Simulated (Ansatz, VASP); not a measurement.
Ga3Se: VASP beside Ansatz

INCAR

```
  PREC = Accurate
  ENCUT = 520
  EDIFF = 1E-6
  ISMEAR = 0
  SIGMA = 0.1
  LREAL = False
  LASPH = True
  NELM = 80
  ALGO = Normal
  ISIF = 2
  LWAVE = False
  LCHARG = False
  GGA = PE
  NBANDS = 30
```

Contents of KPOINTS:

```
regular mesh
0
Gamma
  10 10 10
```

File POSCAR:

```
Ga3Se
1.0
    4.4324650000      0.0000000000      0.0000000000
    0.0000000000      4.4324650000      0.0000000000
    0.0000000000      0.0000000000      4.4324650000
Ga Se
3 1
Direct
    0.0000000000      0.5000000000      0.5000000000
    0.5000000000      0.0000000000      0.5000000000
    0.5000000000      0.5000000000      0.0000000000
    0.0000000000      0.0000000000      0.0000000000
```

Input for Ansatz:

```yaml
crystal:
  lattice:
    - [4.432465, 0.0, 0.0]
    - [0.0, 4.432465, 0.0]
    - [0.0, 0.0, 4.432465]
  atoms:
    - { symbol: Ga, position: [0.0, 0.5, 0.5] }
    - { symbol: Ga, position: [0.5, 0.0, 0.5] }
    - { symbol: Ga, position: [0.5, 0.5, 0.0] }
    - { symbol: Se, position: [0.0, 0.0, 0.0] }
basis:
  ecutwfc: 420
kpoints:
  mp_grid: { grid: [10, 10, 10] }
hamiltonian:
  xc: pbe
scf:
  occupations: { method: gaussian, width: 0.1 }
output:
  forces: true
  stress: true
  eigenvalues: true
  populations: true
```

Alike in both runs: task single point; functional PBE; k mesh 10 × 10 × 10; occupations gaussian, width 0.1 eV; no spin polarisation.

```csv
,VASP,Ansatz
version,VASP 6.6.1,Ansatz 0.2.0
potentials or method,"VASP PAW PBE potentials, release 64 (Ga_d, Se), cutoff 520 eV","scalar-relativistic, plane waves, PAW"
valence electrons in the cell,45,55
```

Ansatz gave:

```
gap on the k mesh at the Fermi level (eV) : none
pressure (GPa)                            : -0.6
```

Question: Which values does VASP return?

Answer: gap on the k mesh at the Fermi level (eV): none; pressure (GPa): -0.5.

A gap of «none» marks a metal or a gap that the smearing closes. With one functional, cell and mesh, what is left measures potentials, basis and numerics. VASP's potentials hold 45 valence electrons a cell and Ansatz's 55, so a difference there can come from the potentials and not from the codes.
